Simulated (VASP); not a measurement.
# InAs (F-43m) in VASP: a series of runs

The runs below take InAs through relaxation of cell and atoms, with PBE.

Everything below comes from runs of VASP 6.6.1. Logs are shortened: lines on timing, memory, paths and dates and some standing lists are left out, and cuts for length are marked.

## (1) The cell of the first run

Symmetry: F-43m, No. 216, cubic system. The conventional cell has a = 6.187 Å, b = 6.187 Å, c = 6.187 Å, α = 90.00°, β = 90.00°, γ = 90.00°. In (site symmetry -43m) has 4 As at 2.68 Å within 3.5 Å. As (site symmetry -43m) has 4 In at 2.68 Å within 3.5 Å.

## (2) Relaxation of cell and atoms, PBE

Input file INCAR:

```
SYSTEM = InAs
  PREC = Accurate
  ENCUT = 600
  EDIFF = 1E-7
  ISMEAR = -1
  SIGMA = 0.15
  LREAL = .False.
  LASPH = .True.
  NELM = 60
  ALGO = Normal
  ISIF = 3
  LWAVE = .False.
  LCHARG = .False.
  GGA = PE
  IBRION = 2
  NSW = 80
  EDIFFG = -0.001
```

Input file KPOINTS:

```
Automatic mesh
0
Gamma
  12 12 12
  0 0 0
```

Input file POSCAR:

```
InAs
1.0
    0.0000000000      3.0933796584      3.0933796584
    3.0933796584      0.0000000000      3.0933796584
    3.0933796584      3.0933796584      0.0000000000
In As
1 1
Direct
    0.0000000000      0.0000000000      0.0000000000
    0.7500000000      0.7500000000      0.7500000000
```

Potentials or basis: VASP PAW PBE potentials, release 64 (In_d, As).

Started as:

```bash
$ cat potpaw_PBE.64/In_d/POTCAR potpaw_PBE.64/As/POTCAR > POTCAR
$ mpirun -np 1 vasp_std > vasp.out
```

OUTCAR:

```text
SYSTEM = InAs
   PREC = Accurate
   ENCUT = 600
   EDIFF = 1E-7
   ISMEAR = -1
   LREAL = .False.
   LASPH = .True.
   NELM = 60
   ISIF = 3
   GGA = PE
   IBRION = 2
   NSW = 80
   EDIFFG = -0.001

 ion  position               nearest neighbor table
   1  0.000  0.000  0.000-   2 2.68   2 2.68   2 2.68   2 2.68
   2  0.750  0.750  0.750-   1 2.68   1 2.68   1 2.68   1 2.68

  LATTYP: Found a face centered cubic cell.
 ALAT       =     6.1867593168

  Lattice vectors:

 A1 = (   0.0000000000,   3.0933796584,   3.0933796584)
 A2 = (   3.0933796584,   0.0000000000,   3.0933796584)
 A3 = (   3.0933796584,   3.0933796584,   0.0000000000)

Analysis of symmetry for initial positions (statically):
=====================================================================
 Subroutine PRICEL returns:
 Original cell was already a primitive cell.

 Routine SETGRP: Setting up the symmetry group for a
 face centered cubic supercell.

 Subroutine GETGRP returns: Found 24 space group operations
 (whereof 24 operations were pure point group operations)
 out of a pool of 48 trial point group operations.

The static configuration has the point symmetry T_d .

Analysis of symmetry for dynamics (positions and initial velocities):
=====================================================================
 Subroutine PRICEL returns:
 Original cell was already a primitive cell.

 Routine SETGRP: Setting up the symmetry group for a
 face centered cubic supercell.

 Subroutine GETGRP returns: Found 24 space group operations
 (whereof 24 operations were pure point group operations)
 out of a pool of 48 trial point group operations.

The dynamic configuration has the point symmetry T_d .

 Subroutine INISYM returns: Found 24 space group operations
 (whereof 24 operations are pure point group operations),
 and found     1 'primitive' translations

----------------------------------------------------------------------------------------

                                     Primitive cell

  volume of cell :      59.2011

  direct lattice vectors                    reciprocal lattice vectors
     0.000000000  3.093379658  3.093379658    -0.161635510  0.161635510  0.161635510
     3.093379658  0.000000000  3.093379658     0.161635510 -0.161635510  0.161635510
     3.093379658  3.093379658  0.000000000     0.161635510  0.161635510 -0.161635510

  length of vectors
     4.374699466  4.374699466  4.374699466     0.279960916  0.279960916  0.279960916

  position of ions in fractional coordinates (direct lattice)
     0.000000000  0.000000000  0.000000000
     0.750000000  0.750000000  0.750000000

  ion indices of the primitive-cell ions
   primitive index   ion index
                 1           1
                 2           2

----------------------------------------------------------------------------------------

 KPOINTS: Automatic mesh

Automatic generation of k-mesh.
 Grid dimensions read from file:
 generate k-points for:   12   12   12

 Generating k-lattice:

  Cartesian coordinates                     Fractional coordinates (reciprocal lattice)
    -0.013469626  0.013469626  0.013469626     0.083333333  0.000000000  0.000000000
     0.013469626 -0.013469626  0.013469626     0.000000000  0.083333333  0.000000000
     0.013469626  0.013469626 -0.013469626     0.000000000  0.000000000  0.083333333

  Length of vectors
     0.023330076  0.023330076  0.023330076

  Shift w.r.t. Gamma in fractional coordinates (k-lattice)
     0.000000000  0.000000000  0.000000000

 Subroutine IBZKPT returns following result:
 ===========================================

 Found     72 irreducible k-points:

 Following reciprocal coordinates:
            Coordinates               Weight
  0.000000  0.000000  0.000000      1.000000
  0.083333  0.000000  0.000000      8.000000
  0.166667  0.000000  0.000000      8.000000
  0.250000  0.000000  0.000000      8.000000
  0.333333  0.000000  0.000000      8.000000
  0.416667  0.000000  0.000000      8.000000
[... 16 lines left out ...]
  0.500000  0.166667  0.000000     24.000000
 -0.416667  0.166667  0.000000     24.000000
 [... further k-points ...]
   k-points           NKPTS =     72   k-points in BZ     NKDIM =     72   number of bands    NBANDS=     13
   number of dos      NEDOS =    301   number of ions     NIONS =      2
   total plane-waves  NPLWV =  46656
   dimension x,y,z NGX =    36 NGY =   36 NGZ =   36
   dimension x,y,z NGXF=    72 NGYF=   72 NGZF=   72
   ions per type =               1   1
   NGX,Y,Z   is equivalent  to a cutoff of  13.68, 13.68, 13.68 a.u.
   NGXF,Y,Z  is equivalent  to a cutoff of  27.36, 27.36, 27.36 a.u.
 SYSTEM =  InAs
   PREC   = accura    normal or accurate (medium, high low for compatibility)
   ISTART =      0    job   : 0-new  1-cont  2-samecut
   ICHARG =      2    charge: 1-file 2-atom 10-const
   ISPIN  =      1    spin polarized calculation?
   LNONCOLLINEAR =      F non collinear calculations
   LSORBIT =      F    spin-orbit coupling
   LASPH  =      T    aspherical Exc in radial PAW
   ENCUT  =  600.0 eV  44.10 Ry    6.64 a.u.   8.74  8.74  8.74*2*pi/ulx,y,z
   NELM   =     60;   NELMIN=  2; NELMDL= -5     # of ELM steps
   EDIFF  = 0.1E-06   stopping-criterion for ELM
   LREAL  =      F    real-space projection
   EDIFFG = -.1E-02   stopping-criterion for IOM
   NSW    =     80    number of steps for IOM
   IBRION =      2    ionic relax: 0-MD 1-quasi-New 2-CG
   NFREE  =      1    steps in history (QN), initial steepest desc. (CG)
   ISIF   =      3    stress and relaxation
   ISYM   =      2    0-nonsym 1-usesym 2-fastsym
   POTIM  = 0.5000    time-step for ionic-motion
   TEBEG  =    0.0;   TEEND  =   0.0 temperature during run
   PSTRESS=    0.0 pullay stress
   NELECT =      18.0000    total number of electrons
   NUPDOWN=      -1.0000    fix difference up-down
   EMIN   =  10.00;   EMAX   =-10.00  energy-range for DOS
   EFERMI =   0.00;   METHOD = LEGACY
   ISMEAR =    -1;   SIGMA  =   0.15  broadening in eV -4-tet -1-fermi 0-gaus
   EFERMI_NEDOS =   21; number of points for ismear=-14 and -15
   IALGO  =     38    algorithm
   IMIX   =      4    mixing-type and parameters
     AMIX     =   0.40;   BMIX     =  1.00
     AMIX_MAG =   1.60;   BMIX_MAG =  1.00
  volume/ion in A,a.u.               =      29.60       199.75
  Fermi-wavevector in a.u.,A,eV,Ry     =   1.100836  2.080278 16.488069  1.211839
  Thomas-Fermi vector in A             =   2.237253
   LORBIT       =      0    0 simple, 1 ext, 2 COOP (PROOUT), +10 PAW based schemes
   GGA     = PE    functional components
   LHFCALC =     F    Hartree Fock is set to
   AEXX    =    0.0000 exact exchange contribution
   IVDW    =     0    specifies the selected vdW correction
   LEPSILON=     F    determine dielectric tensor
   LRPA    =     F    only Hartree local field effects (RPA)
 conjugate gradient relaxation of ions
 non-spin polarized calculation
  energy-cutoff  :      600.00
  volume of cell :       59.20
 maximum number of plane-waves:      1996
   NGX = 17   NGY = 17   NGZ = 17

--------------------------------------- Ionic step        1  -------------------------------------------

 number of electron      17.9999997 magnetization

 Free energy of the ion-electron system (eV)
  ---------------------------------------------------
  ext. energy  EPLUGINS =         0.00000000
  ---------------------------------------------------
  free energy    TOTEN  =        -7.72104923 eV

  energy without entropy =       -7.71655890  energy(sigma->0) =       -7.71880407

------------------------ aborting loop because EDIFF is reached ----------------------------------------

  FORCE on cell =-STRESS in cart. coord.  units (eV):
  Direction    XX          YY          ZZ          XY          YZ          ZX
  --------------------------------------------------------------------------------------
  -------------------------------------------------------------------------------------
  Total        0.0292063      0.0292063      0.0292063      0.0000000      0.0000000     -0.0000000
  in kB        0.7904182      0.7904182      0.7904182      0.0000000      0.0000000     -0.0000000
  external PRESSURE =       0.7904182 kB  Pullay stress =       0.0000000 kB
[... 57 lines left out ...]
  energy  without entropy=       -7.7165106616  energy(sigma->0) =       -7.71878965

--------------------------------------- Ionic step        3  -------------------------------------------

 number of electron      17.9999997 magnetization

 Free energy of the ion-electron system (eV)
  ---------------------------------------------------
  ext. energy  EPLUGINS =         0.00000000
  ---------------------------------------------------
  free energy    TOTEN  =        -7.72107129 eV

  energy without entropy =       -7.71653137  energy(sigma->0) =       -7.71880133

 E-fermi :   4.1799     XC(G=0):  -8.7893

 val. band max:        3.8245296697   @ k =   0.0000   0.0000   0.0000
 cond. band min:       4.4451232758   @ k =   0.0833   0.0000   0.0000
 fundamental gap:      0.6205936061
 Fermi energy:         4.1799248310

 k-point     1 :       0.0000    0.0000    0.0000
  band No.  band energies     occupation
      1     -10.4388      2.00000
      2     -10.4388      2.00000
      3     -10.4388      2.00000
      4     -10.3395      2.00000
      5     -10.3395      2.00000
      6      -7.6073      2.00000
      7       3.2742      1.99524
      8       3.8245      1.82891
      9       3.8245      1.82891
     10       3.8245      1.82891
     11       7.6974      0.00000
     12       7.6974      0.00000
     13       7.6974      0.00000
[... 353 lines left out ...]
 k-point    24 :      -0.4167    0.1667    0.0000
  band No.  band energies     occupation
      1     -10.5384      2.00000
      2     -10.4091      2.00000
      3     -10.4048      2.00000
      4     -10.3386      2.00000
      5     -10.3345      2.00000
      6      -6.2147      2.00000
      7      -1.4988      2.00000
      8       1.6348      2.00000
      9       2.6857      1.99991
     10       5.8775      0.00002
     11       8.1366      0.00000
     12       9.1320      0.00000
     13      10.4978      0.00000

 [... further k-points ...]
[... 5 lines left out ...]
  --------------------------------------------------------------------------------------
  -------------------------------------------------------------------------------------
  Total        0.0014440      0.0014440      0.0014440      0.0000000      0.0000000     -0.0000000
  in kB        0.0390182      0.0390182      0.0390182      0.0000000      0.0000000     -0.0000000
  external PRESSURE =       0.0390182 kB  Pullay stress =       0.0000000 kB
[... 17 lines left out ...]
  FREE ENERGIE OF THE ION-ELECTRON SYSTEM (eV)
  ---------------------------------------------------
  free  energy   TOTEN  =        -7.7210712919 eV

  energy  without entropy=       -7.7165313735  energy(sigma->0) =       -7.71880133

 reached required accuracy - stopping structural energy minimisation
```

Wall time 3.5 min (1 thread of Intel Xeon 8259CL, shared host); peak memory 0.26 GiB.

Results:

* Free energy: -7.7211 eV
* Relaxed volume: 29.65 Å³/atom
* Relaxed cell: a = 4.377 Å, b = 4.377 Å, c = 4.377 Å, α = 60.00°, β = 60.00°, γ = 60.00°
* Space group after relaxing (to 0.1 Å): F-43m (No. 216)
* Energy gained by relaxing: 0.0 meV/atom
* Ionic steps: 3
* Pressure after relaxing: 0.0 GPa
* Band gap on the k mesh: zero (filled and empty bands touch)

Final structure:
```yaml
crystal:
  lattice:
    - [0.00000, 3.09498, 3.09498]
    - [3.09498, 0.00000, 3.09498]
    - [3.09498, 3.09498, 0.00000]
  atoms:
    - { symbol: In, position: [0.00000, 0.00000, 0.00000] }
    - { symbol: As, position: [0.75000, 0.75000, 0.75000] }
```

Caveat: semilocal functionals underestimate gaps, and a narrow one can read as zero; spin-orbit coupling is left out, which moves the levels of the heavy elements.

## (3) Relaxation of cell and atoms, PBE, target pressure 9 GPa, at which the enthalpy is minimised

Input file INCAR:

```
PREC     = Accurate       # precision mode
ENCUT    = 600            # plane-wave cutoff, eV
EDIFF    = 1E-6           # SCF threshold, eV
ISMEAR   = -1             # smearing method
SIGMA    = 0.15           # smearing width, eV
LREAL    = F              # projectors in reciprocal space
LASPH    = T              # aspherical terms in the spheres
NELM     = 60             # most SCF steps
ALGO     = Normal         # electronic algorithm
ISIF     = 3              # what is computed and relaxed
LWAVE    = F              # write WAVECAR
LCHARG   = F              # write CHGCAR
GGA      = PE             # functional
IBRION   = 2              # ionic algorithm
NSW      = 80             # ionic steps
EDIFFG   = -0.001         # ionic threshold
PSTRESS  = 90.0
```

Input file KPOINTS:

```
regular mesh
0
Gamma
  12 12 12
```

Input file POSCAR:

```
InAs
1.0
    0.0000000000      3.0937808095      3.0937808095
    3.0937808095      0.0000000000      3.0937808095
    3.0937808095      3.0937808095      0.0000000000
In As
1 1
Direct
    0.0000000000      0.0000000000      0.0000000000
    0.7500000000      0.7500000000      0.7500000000
```

Potentials or basis: VASP PAW PBE potentials, release 64 (In_d, As).

Started as:

```bash
$ cat potpaw_PBE.64/In_d/POTCAR potpaw_PBE.64/As/POTCAR > POTCAR
$ mpirun -np 1 vasp_std > vasp.out
```

Run time: 5.9 min. Hardware: 1 thread of Intel Xeon 8259CL, shared host; peak memory 0.27 GiB.

The run converged. Its results:

| Quantity | Value |
| --- | --- |
| Free energy | -7.5364 eV |
| Relaxed volume | 25.91 Å³/atom |
| Relaxed cell | a = 4.184 Å, b = 4.184 Å, c = 4.184 Å, α = 60.00°, β = 60.00°, γ = 60.00° |
| Space group after relaxing (to 0.1 Å) | F-43m (No. 216) |
| Energy change on relaxing (the run minimises the enthalpy) | +92.3 meV/atom |
| Ionic steps | 6 |
| Pressure after relaxing | 9.0 GPa |
| Band gap on the k mesh | 0.14 eV |

Step by step:
```tsv
step	energy change (eV)	largest force (eV/Å)	pressure (GPa)	volume (Å³)
1	0.0000	0.0000	0.06	59.22
2	0.7078	0.0000	21.92	46.16
3	0.1781	0.0000	8.77	51.93
4	0.1858	0.0000	9.04	51.79
5	0.1835	0.0000	8.96	51.83
6	0.1847	0.0000	9.00	51.81
```

Final structure:
```yaml
crystal:
  lattice:
    - [0.00000, 2.95889, 2.95889]
    - [2.95889, 0.00000, 2.95889]
    - [2.95889, 2.95889, 0.00000]
  atoms:
    - { symbol: In, position: [0.00000, 0.00000, 0.00000] }
    - { symbol: As, position: [0.75000, 0.75000, 0.75000] }
```

Levels at points of the mesh, in eV from the valence-band top:
| k point | band 5 | band 6 | band 7 | band 8 | band 9 | band 10 | band 11 | band 12 | band 13 |
| --- | --- | --- | --- | --- | --- | --- | --- | --- | --- |
| (0.00, 0.00, 0.00) | -14.39 | -12.30 | 0.00 | 0.00 | 0.00 | 0.14 | 3.93 | 3.93 | 3.93 |
| (0.50, 0.00, 0.00) | -14.38 | -10.62 | -6.11 | -1.09 | -1.09 | 1.10 | 4.71 | 4.71 | 6.91 |
| (0.50, 0.50, 0.00) | -14.36 | -10.01 | -6.13 | -2.55 | -2.55 | 1.43 | 2.06 | 9.62 | 9.73 |

Caveat: the cell is relaxed towards a set pressure, so the run minimises the enthalpy, not the energy; the smearing spreads over this small gap; semilocal functionals underestimate gaps, and a narrow one can read as zero; spin-orbit coupling is left out, which moves the levels of the heavy elements.

The gap in the log of VASP goes by the Fermi energy; the results here count the filled bands.